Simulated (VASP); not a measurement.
# C (Fd-3m) in VASP: further runs, part 2 of 2

VASP 6.6.1. Earlier steps stand in the parts before.

## (4) Single point, PBE (volume 5.832 Å^3 an atom, c/a of the conventional cell 1.0000)

Input file INCAR:

```
PREC = Accurate
ENCUT = 520
EDIFF = 1E-6
ISMEAR = 0
SIGMA = 0.05
LREAL = False
LASPH = True
NELM = 100
ALGO = Normal
ISIF = 2
LWAVE = False
LCHARG = False
GGA = PE
NBANDS = 11
```

Input file KPOINTS:

```
Automatic mesh
0
Gamma
  12 12 12
```

Input file POSCAR:

```
C
1.0
    0.0000000000      1.8000000000      1.8000000000
    1.8000000000      0.0000000000      1.8000000000
    1.8000000000      1.8000000000      0.0000000000
C
2
Direct
    0.5000000000      0.5000000000      0.5000000000
    0.7500000000      0.7500000000      0.7500000000
```

Potentials or basis: VASP PAW PBE potentials, release 64 (C).

Command:

```bash
cat potpaw_PBE.64/C/POTCAR > POTCAR
mpirun -np 1 vasp_std > vasp.out
```

OUTCAR:

```text
PREC = Accurate
   ENCUT = 520
   EDIFF = 1E-6
   ISMEAR = 0
   LREAL = False
   LASPH = True
   NELM = 100
   ISIF = 2
   GGA = PE

 ion  position               nearest neighbor table
   1  0.500  0.500  0.500-   2 1.56   2 1.56   2 1.56   2 1.56
   2  0.750  0.750  0.750-   1 1.56   1 1.56   1 1.56   1 1.56

  LATTYP: Found a face centered cubic cell.
 ALAT       =     3.6000000000

  Lattice vectors:

 A1 = (   0.0000000000,   1.8000000000,   1.8000000000)
 A2 = (   1.8000000000,   0.0000000000,   1.8000000000)
 A3 = (   1.8000000000,   1.8000000000,   0.0000000000)

Analysis of symmetry for initial positions (statically):
=====================================================================
 Subroutine PRICEL returns:
 Original cell was already a primitive cell.

 Routine SETGRP: Setting up the symmetry group for a
 face centered cubic supercell.

 Subroutine GETGRP returns: Found 48 space group operations
 (whereof 24 operations were pure point group operations)
 out of a pool of 48 trial point group operations.

The static configuration has the point symmetry T_d .
 The point group associated with its full space group is O_h .

Analysis of symmetry for dynamics (positions and initial velocities):
=====================================================================
 Subroutine PRICEL returns:
 Original cell was already a primitive cell.

 Routine SETGRP: Setting up the symmetry group for a
 face centered cubic supercell.

 Subroutine GETGRP returns: Found 48 space group operations
 (whereof 24 operations were pure point group operations)
 out of a pool of 48 trial point group operations.

The dynamic configuration has the point symmetry T_d .
 The point group associated with its full space group is O_h .

 Subroutine INISYM returns: Found 48 space group operations
 (whereof 24 operations are pure point group operations),
 and found     1 'primitive' translations

----------------------------------------------------------------------------------------
[... 115 lines left out ...]
  Fermi-wavevector in a.u.,A,eV,Ry     =   1.443740  2.728273 28.359782  2.084385
  Thomas-Fermi vector in A             =   2.562114
   LORBIT       =      0    0 simple, 1 ext, 2 COOP (PROOUT), +10 PAW based schemes
   GGA     = PE    functional components
   LHFCALC =     F    Hartree Fock is set to
   AEXX    =    0.0000 exact exchange contribution
   IVDW    =     0    specifies the selected vdW correction
   LEPSILON=     F    determine dielectric tensor
   LRPA    =     F    only Hartree local field effects (RPA)
 non-spin polarized calculation
 Gauss-broadening in eV      SIGMA  =   0.05
  energy-cutoff  :      520.00
  volume of cell :       11.66
 maximum number of plane-waves:       332
   NGX =  9   NGY =  9   NGZ =  9

 number of electron       8.0000000 magnetization

 Free energy of the ion-electron system (eV)
  ---------------------------------------------------
  ext. energy  EPLUGINS =         0.00000000
  ---------------------------------------------------
  free energy    TOTEN  =       -18.17863572 eV

  energy without entropy =      -18.17863572  energy(sigma->0) =      -18.17863572

 E-fermi :   9.6452     XC(G=0): -13.1115

 val. band max:        9.3311944611   @ k =   0.0000   0.0000   0.0000
 cond. band min:      13.4213693624   @ k =   0.3333   0.3333   0.0000
 fundamental gap:      4.0901749013
 Fermi energy:         9.6452174794

 k-point     1 :       0.0000    0.0000    0.0000
  band No.  band energies     occupation
      1     -11.7753      2.00000
      2       9.3312      2.00000
      3       9.3312      2.00000
      4       9.3312      2.00000
      5      14.8447      0.00000
      6      14.8447      0.00000
      7      14.8447      0.00000
      8      22.0309      0.00000
      9      28.2733      0.00000
     10      35.5627      0.00000
     11      35.5627      0.00000
[... 309 lines left out ...]
 k-point    24 :      -0.4167    0.1667    0.0000
  band No.  band energies     occupation
      1      -5.7470      2.00000
      2      -2.9250      2.00000
      3       3.9729      2.00000
      4       5.8388      2.00000
      5      16.7457      0.00000
      6      19.3830      0.00000
      7      20.1818      0.00000
      8      24.4396      0.00000
      9      28.4666      0.00000
     10      33.2120      0.00000
     11      33.3882      0.00000

 [... further k-points ...]
[... 5 lines left out ...]
  --------------------------------------------------------------------------------------
  -------------------------------------------------------------------------------------
  Total       -0.6752561     -0.6752561     -0.6752561     -0.0000000     -0.0000000      0.0000000
  in kB      -92.7537704    -92.7537704    -92.7537704     -0.0000000     -0.0000000      0.0000000
  external PRESSURE =     -92.7537704 kB  Pullay stress =       0.0000000 kB

 VOLUME and BASIS-vectors are now :
 -----------------------------------------------------------------------------
  energy-cutoff  :      520.00
  volume of cell :       11.66
      direct lattice vectors                 reciprocal lattice vectors
     0.000000000  1.800000000  1.800000000    -0.277777778  0.277777778  0.277777778
     1.800000000  0.000000000  1.800000000     0.277777778 -0.277777778  0.277777778
     1.800000000  1.800000000  0.000000000     0.277777778  0.277777778 -0.277777778

 POSITION                                       TOTAL-FORCE (eV/Angst)
 -----------------------------------------------------------------------------------
      1.80000      1.80000      1.80000         0.000000      0.000000      0.000000
      2.70000      2.70000      2.70000        -0.000000     -0.000000     -0.000000
 -----------------------------------------------------------------------------------
    total drift:                                0.000000     -0.000000      0.000000

  FREE ENERGIE OF THE ION-ELECTRON SYSTEM (eV)
  ---------------------------------------------------
  free  energy   TOTEN  =       -18.1786357176 eV

  energy  without entropy=      -18.1786357176  energy(sigma->0) =      -18.17863572
```

It took 5.8 s on 1 thread of AMD EPYC 7R13 (Zen 3), shared host; peak memory 0.09 GiB.

What came out:

```
Free energy            : -18.1786 eV
Pressure               : -9.3 GPa
Band gap on the k mesh : 4.09 eV, indirect (least direct gap 5.51 eV)
```

 A k mesh can miss the band edges.

## (5) Single point, PBE (volume 5.559 Å^3 an atom, c/a of the conventional cell 1.0000)

Input file INCAR:

```
PREC = Accurate
ENCUT = 520
EDIFF = 1E-6
ISMEAR = 0
SIGMA = 0.05
LREAL = F
LASPH = T
NELM = 100
ALGO = Normal
ISIF = 2
LWAVE = F
LCHARG = F
GGA = PE
NBANDS = 11
```

KPOINTS is that of step 4.

Input file POSCAR:

```
C
1.0
    0.0000000000      1.7714635665      1.7714635665
    1.7714635665      0.0000000000      1.7714635665
    1.7714635665      1.7714635665      0.0000000000
C
2
Direct
    0.5000000000      0.5000000000      0.5000000000
    0.7500000000      0.7500000000      0.7500000000
```

Command:

```bash
cat potpaw_PBE.64/C/POTCAR > POTCAR
mpirun -np 1 vasp_std > vasp.out
```

Wall time 5.7 s (1 thread of AMD EPYC 7R13 (Zen 3), shared host); peak memory 0.09 GiB.

It converged, with:

```yaml
Free_energy: -18.1750 eV
Pressure: 11.7 GPa
Band_gap_on_the_k_mesh: 4.20 eV, indirect (least direct gap 5.65 eV)
```

Levels at points of the mesh, in eV from the valence-band top:
| k point | band 2 | band 3 | band 4 | band 5 | band 6 | band 7 |
| --- | --- | --- | --- | --- | --- | --- |
| (0.00, 0.00, 0.00) | 0.00 | 0.00 | 0.00 | 5.65 | 5.65 | 5.65 |
| (0.50, 0.00, 0.00) | -13.60 | -2.85 | -2.85 | 8.54 | 8.54 | 9.12 |
| (0.50, 0.50, 0.00) | -12.91 | -6.42 | -6.42 | 4.80 | 4.80 | 17.12 |

 A k mesh can miss the band edges.

## (6) Single point, PBE (volume 5.969 Å^3 an atom, c/a of the conventional cell 1.0000)

Input file INCAR:

```
SYSTEM = C
PREC     = Accurate       ! precision mode
ENCUT    = 520            ! plane-wave cutoff, eV
EDIFF    = 1E-7           ! SCF threshold, eV
ISMEAR   = 0              ! smearing method
SIGMA    = 0.05           ! smearing width, eV
LREAL    = .FALSE.        ! projectors in reciprocal space
LASPH    = .TRUE.         ! aspherical terms in the spheres
NELM     = 100            ! most SCF steps
ALGO     = Normal         ! electronic algorithm
ISIF     = 2              ! what is computed and relaxed
LWAVE    = .FALSE.        ! write WAVECAR
LCHARG   = .FALSE.        ! write CHGCAR
GGA      = PE             ! functional
NBANDS   = 11             ! bands
```

Input file KPOINTS:

```
regular mesh
0
G
  12 12 12
  0 0 0
```

Input file POSCAR:

```
C
1.0
    0.0000000000      1.8139857022      1.8139857022
    1.8139857022      0.0000000000      1.8139857022
    1.8139857022      1.8139857022      0.0000000000
C
2
Direct
    0.5000000000      0.5000000000      0.5000000000
    0.7500000000      0.7500000000      0.7500000000
```

Potentials or basis: VASP PAW PBE potentials, release 64 (C).

Command:

```bash
cat potpaw_PBE.64/C/POTCAR > POTCAR
mpirun -np 1 vasp_std > vasp.out
```

It took 5.9 s on 1 thread of AMD EPYC 7R13 (Zen 3), shared host; peak memory 0.09 GiB.

The run converged. Its results:

```
Free energy            : -18.1554 eV
Pressure               : -18.2 GPa
Band gap on the k mesh : 4.04 eV, indirect (least direct gap 5.45 eV)
```

Levels at points of the mesh, in eV from the valence-band top:
| k point | band 2 | band 3 | band 4 | band 5 | band 6 | band 7 |
| --- | --- | --- | --- | --- | --- | --- |
| (0.00, 0.00, 0.00) | 0.00 | 0.00 | 0.00 | 5.45 | 5.45 | 5.45 |
| (0.50, 0.00, 0.00) | -12.82 | -2.67 | -2.67 | 8.17 | 8.24 | 8.24 |
| (0.50, 0.50, 0.00) | -12.41 | -5.99 | -5.99 | 4.65 | 4.65 | 16.04 |

 A k mesh can miss the band edges.

## (7) The runs side by side

| cell | gap on the mesh (eV) | pressure (GPa) |
| --- | --- | --- |
| a = 2.484 Å, angles 60.0°, 2 atoms | 4.26 | 24.1 |
| a = 2.442 Å, angles 60.0°, 2 atoms | 4.38 | 53.6 |
| a = 2.546 Å, angles 60.0°, 2 atoms | 4.09 | -9.3 |
| a = 2.505 Å, angles 60.0°, 2 atoms | 4.20 | 11.7 |
| a = 2.565 Å, angles 60.0°, 2 atoms | 4.04 | -18.2 |

Alike in all rows: task single point; level PBE; potentials or basis VASP PAW PBE potentials, release 64 (C); no spin polarisation; k mesh 12 × 12 × 12; cutoff (eV) 520; smearing gaussian 0.05 eV.

Absolute energies hang on the potentials; compare differences alone.
